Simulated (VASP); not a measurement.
# W (a cell with a defect) in VASP: single point with PBE

Aim: the single point of W (a cell with a defect) with PBE.

Everything below comes from runs of VASP 6.6.1. Logs are shortened: lines on timing, memory, paths and dates and some standing lists are left out, and cuts for length are marked.

### 1 The cell of the first run

The cell holds a defect, 11 atoms: a = 8.613 Å, b = 5.742 Å, c = 5.742 Å, α = 60.00°, β = 60.00°, γ = 60.00°.

### 2 Single point, PBE

Contents of INCAR:

```
SYSTEM = W
ALGO = Normal ; EDIFF = 1E-6
ENCUT = 400 ; GGA = PE
GGA_COMPAT = .False. ; ISIF = 2
ISMEAR = -1 ; LASPH = .True.
LCHARG = .False. ; LREAL = .False.
LWAVE = .False. ; NBANDS = 88
NELM = 120 ; PREC = Accurate
SIGMA = 0.15
```

Contents of KPOINTS:

```
k-points
0
Gamma
  2 3 3
  0 0 0
```

Contents of POSCAR:

```
W
1.0
    0.0000000000      6.0900000000      6.0900000000
    4.0600000000      0.0000000000      4.0600000000
    4.0600000000      4.0600000000      0.0000000000
W
11
Direct
    0.0000000000      0.0000000000      0.5000000000
    0.0000000000      0.5000000000      0.0000000000
    0.0000000000      0.5000000000      0.5000000000
    0.3333333333      0.0000000000      0.0000000000
    0.3333333333      0.0000000000      0.5000000000
    0.3333333333      0.5000000000      0.0000000000
    0.3333333333      0.5000000000      0.5000000000
    0.6666666667      0.0000000000      0.0000000000
    0.6666666667      0.0000000000      0.5000000000
    0.6666666667      0.5000000000      0.0000000000
    0.6666666667      0.5000000000      0.5000000000
```

Potentials or basis: VASP PAW PBE potentials, release 64 (W_sv).

Command:

```bash
cat potpaw_PBE.64/W_sv/POTCAR > POTCAR
mpirun -np 1 vasp_std > vasp.out
```

OUTCAR:

```text
SYSTEM = W
   EDIFF = 1E-6
   ENCUT = 400
   GGA = PE
   ISIF = 2
   ISMEAR = -1
   LASPH = .True.
   LREAL = .False.
   NELM = 120
   PREC = Accurate

 ion  position               nearest neighbor table
   1  0.000  0.000  0.500-   5 2.87   9 2.87   8 2.87  11 2.87   4 2.87   7 2.87   3 2.87   2 2.87
                             3 2.87   2 2.87
   2  0.000  0.500  0.000-   6 2.87  10 2.87   8 2.87  11 2.87   7 2.87   4 2.87   3 2.87   3 2.87
                             1 2.87   1 2.87
   3  0.000  0.500  0.500-   7 2.87  11 2.87  10 2.87   9 2.87   6 2.87   5 2.87   2 2.87   1 2.87
                             1 2.87   2 2.87
   4  0.333  0.000  0.000-   1 2.87   2 2.87   5 2.87   6 2.87   5 2.87   7 2.87   6 2.87   7 2.87
                             9 2.87  10 2.87   8 2.87
   5  0.333  0.000  0.500-   1 2.87   3 2.87   4 2.87   7 2.87   4 2.87   6 2.87   6 2.87   7 2.87
                             8 2.87  11 2.87   9 2.87
   6  0.333  0.500  0.000-   2 2.87   3 2.87   4 2.87   7 2.87   5 2.87   7 2.87   4 2.87   5 2.87
                            11 2.87   8 2.87  10 2.87
   7  0.333  0.500  0.500-   3 2.87   2 2.87   1 2.87   5 2.87   6 2.87   4 2.87   6 2.87   4 2.87
                             5 2.87  10 2.87   9 2.87  11 2.87
   8  0.667  0.000  0.000-   1 2.87   2 2.87   9 2.87   9 2.87  11 2.87  10 2.87  10 2.87  11 2.87
                             5 2.87   6 2.87   4 2.87
   9  0.667  0.000  0.500-   1 2.87   3 2.87  11 2.87   8 2.87  10 2.87   8 2.87  10 2.87  11 2.87
                             7 2.87   4 2.87   5 2.87
  10  0.667  0.500  0.000-   2 2.87   3 2.87  11 2.87   8 2.87   9 2.87  11 2.87   8 2.87   9 2.87
                             7 2.87   4 2.87   6 2.87
  11  0.667  0.500  0.500-   3 2.87   2 2.87   1 2.87   9 2.87   8 2.87  10 2.87  10 2.87   8 2.87
                             9 2.87   5 2.87   6 2.87   7 2.87

  LATTYP: Found a face centered orthorhombic cell.
 ALAT       =     5.7417070632
 B/A-ratio  =     1.7320508076
 C/A-ratio  =     2.4494897428

  Lattice vectors:

 A1 = (   0.0000000000,   6.0900000000,   6.0900000000)
 A2 = (  -4.0600000000,   2.0300000000,   6.0900000000)
 A3 = (   4.0600000000,   0.0000000000,   4.0600000000)

Analysis of symmetry for initial positions (statically):
=====================================================================
 Subroutine PRICEL returns:
 Original cell was already a primitive cell.

 Routine SETGRP: Setting up the symmetry group for a
 face centered orthorhombic supercell.

 Subroutine GETGRP returns: Found  4 space group operations
 (whereof  4 operations were pure point group operations)
 out of a pool of  8 trial point group operations.

The static configuration has the point symmetry C_2h.

Analysis of symmetry for dynamics (positions and initial velocities):
[... 130 lines left out ...]
   ISMEAR =    -1;   SIGMA  =   0.15  broadening in eV -4-tet -1-fermi 0-gaus
   EFERMI_NEDOS =   21; number of points for ismear=-14 and -15
   IALGO  =     38    algorithm
   IMIX   =      4    mixing-type and parameters
     AMIX     =   0.40;   BMIX     =  1.00
     AMIX_MAG =   1.60;   BMIX_MAG =  1.00
  volume/ion in A,a.u.               =      18.25       123.17
  Fermi-wavevector in a.u.,A,eV,Ry     =   1.498587  2.831919 30.555459  2.245763
  Thomas-Fermi vector in A             =   2.610327
   LORBIT       =      0    0 simple, 1 ext, 2 COOP (PROOUT), +10 PAW based schemes
   GGA     = PE    functional components
   LHFCALC =     F    Hartree Fock is set to
   AEXX    =    0.0000 exact exchange contribution
   IVDW    =     0    specifies the selected vdW correction
   LEPSILON=     F    determine dielectric tensor
   LRPA    =     F    only Hartree local field effects (RPA)
 non-spin polarized calculation
  energy-cutoff  :      400.00
  volume of cell :      200.77
 maximum number of plane-waves:      3662
   NGX = 29   NGY = 19   NGZ = 19

 number of electron     154.0000031 magnetization

 Free energy of the ion-electron system (eV)
  ---------------------------------------------------
  ext. energy  EPLUGINS =         0.00000000
  ---------------------------------------------------
  free energy    TOTEN  =      -134.53686518 eV

  energy without entropy =     -133.62388582  energy(sigma->0) =     -134.08037550

 E-fermi :   9.1594     XC(G=0): -12.7376

 val. band max:        9.1530684827   @ k =   0.5000   0.3333   0.0000
 cond. band min:       9.1774369269   @ k =   0.5000   0.3333   0.3333
 fundamental gap:      0.0243684442
 Fermi energy:         9.1594317589

 k-point     1 :       0.0000    0.0000    0.0000
  band No.  band energies     occupation
      1     -64.7495      2.00000
      2     -64.6915      2.00000
      3     -64.6860      2.00000
      4     -64.6844      2.00000
      5     -64.6606      2.00000
      6     -64.6366      2.00000
[... 717 lines left out ...]
     87      10.6233      0.00012
     88      10.8059      0.00003

------------------------ aborting loop because EDIFF is reached ----------------------------------------

  FORCE on cell =-STRESS in cart. coord.  units (eV):
  Direction    XX          YY          ZZ          XY          YZ          ZX
  --------------------------------------------------------------------------------------
  -------------------------------------------------------------------------------------
  Total      -13.7645412    -13.1253155    -13.1253155     -0.6041159     -0.0670972     -0.6041160
  in kB     -109.8431467   -104.7420280   -104.7420280     -4.8209373     -0.5354462     -4.8209383
  external PRESSURE =    -106.4424009 kB  Pullay stress =       0.0000000 kB

 VOLUME and BASIS-vectors are now :
 -----------------------------------------------------------------------------
  energy-cutoff  :      400.00
  volume of cell :      200.77
      direct lattice vectors                 reciprocal lattice vectors
     0.000000000  6.090000000  6.090000000    -0.082101806  0.082101806  0.082101806
     4.060000000  0.000000000  4.060000000     0.123152709 -0.123152709  0.123152709
     4.060000000  4.060000000  0.000000000     0.123152709  0.123152709 -0.123152709

 POSITION                                       TOTAL-FORCE (eV/Angst)
 -----------------------------------------------------------------------------------
      2.03000      2.03000      0.00000         0.000000      0.000000      0.000000
      2.03000      0.00000      2.03000         0.000000      0.000000      0.000000
      4.06000      2.03000      2.03000         0.000000      0.000000      0.000000
      0.00000      2.03000      2.03000        -0.001942     -0.707839     -0.707839
      2.03000      4.06000      2.03000         0.593307      0.161537     -0.619608
      2.03000      2.03000      4.06000         0.593307     -0.619608      0.161537
      4.06000      4.06000      4.06000         0.152014     -0.089306     -0.089306
      0.00000      4.06000      4.06000         0.001942      0.707839      0.707839
      2.03000      6.09000      4.06000        -0.593307     -0.161537      0.619608
      2.03000      4.06000      6.09000        -0.593307      0.619608     -0.161537
      4.06000      6.09000      6.09000        -0.152014      0.089306      0.089306
 -----------------------------------------------------------------------------------
    total drift:                               -0.000000     -0.000000     -0.000000

  FREE ENERGIE OF THE ION-ELECTRON SYSTEM (eV)
  ---------------------------------------------------
  free  energy   TOTEN  =      -134.5368651782 eV

  energy  without entropy=     -133.6238858192  energy(sigma->0) =     -134.08037550
```

OSZICAR:

```text
N       E                     dE             d eps       ncg     rms          rms(c)
DAV:   1     0.204816407161E+04    0.20482E+04   -0.79007E+04  1432   0.172E+03
DAV:   2     0.752129402011E+01   -0.20406E+04   -0.20074E+04  1424   0.601E+02
DAV:   3    -0.133017501592E+03   -0.14054E+03   -0.13303E+03  1680   0.143E+02
DAV:   4    -0.141311940208E+03   -0.82944E+01   -0.77621E+01  1696   0.267E+01
DAV:   5    -0.141663370284E+03   -0.35143E+00   -0.34016E+00  1768   0.489E+00    0.565E+01
DAV:   6    -0.136167340912E+03    0.54960E+01   -0.12953E+01  1712   0.183E+01    0.217E+01
DAV:   7    -0.137129544370E+03   -0.96220E+00   -0.23726E+01  1768   0.215E+01    0.845E+00
DAV:   8    -0.134529900600E+03    0.25996E+01   -0.13883E+01  1728   0.105E+01    0.200E+00
DAV:   9    -0.134560272777E+03   -0.30372E-01   -0.88447E-01  1752   0.385E+00    0.167E+00
DAV:  10    -0.134539136583E+03    0.21136E-01   -0.14560E-01  1816   0.234E+00    0.386E-01
DAV:  11    -0.134537356424E+03    0.17802E-02   -0.22392E-02  1824   0.971E-01    0.190E-01
DAV:  12    -0.134537014260E+03    0.34216E-03   -0.63174E-03  1808   0.497E-01    0.166E-01
DAV:  13    -0.134536880259E+03    0.13400E-03   -0.14804E-03  1784   0.242E-01    0.100E-01
DAV:  14    -0.134536872357E+03    0.79021E-05   -0.16810E-04  1792   0.794E-02    0.570E-02
DAV:  15    -0.134536866110E+03    0.62471E-05   -0.32134E-05  1744   0.375E-02    0.244E-02
DAV:  16    -0.134536865178E+03    0.93156E-06   -0.74741E-06  1512   0.184E-02
   1 F= -.13453687E+03 E0= -.13408038E+03  d E =-.912979E+00
```

stdout:

```text
POSCAR found type information on POSCAR W
 POSCAR found :  1 types and      11 ions
 scaLAPACK will be used
 LDA part: xc-table for (Slater+PW92), standard interpolation
 POSCAR, INCAR and KPOINTS ok, starting setup
 FFT: planning ... GRIDC
 FFT: planning ... GRID_SOFT
 FFT: planning ... GRID
 WAVECAR not read
 entering main loop
```

Run time: 2.6 min. Hardware: 1 thread of Intel Xeon Platinum 8488C (Sapphire Rapids), shared host; peak memory 0.29 GiB.

What came out:

```yaml
Free_energy: -134.5369 eV
Pressure: -10.6 GPa
Largest_force: 1.001 eV/Å
Band_gap_on_the_k_mesh: zero (bands 77 and 78 overlap by 0.47 eV)
```

Forces in eV/Å, atoms in the order of the input:
```
W    0.000  0.000  0.000
W    0.000  0.000  0.000
W    0.000  0.000  0.000
W   -0.002 -0.708 -0.708
W    0.593  0.162 -0.620
W    0.593 -0.620  0.162
W    0.152 -0.089 -0.089
W    0.002  0.708  0.708
W   -0.593 -0.162  0.620
W   -0.593  0.620 -0.162
W   -0.152  0.089  0.089
```

Stress tensor (GPa, compression positive):
```
-10.98  -0.48  -0.48
 -0.48 -10.47  -0.05
 -0.48  -0.05 -10.47
```

Caveat: the k points lie up to 0.45 Å⁻¹ apart; spin-orbit coupling is left out, which moves the levels of the heavy elements.
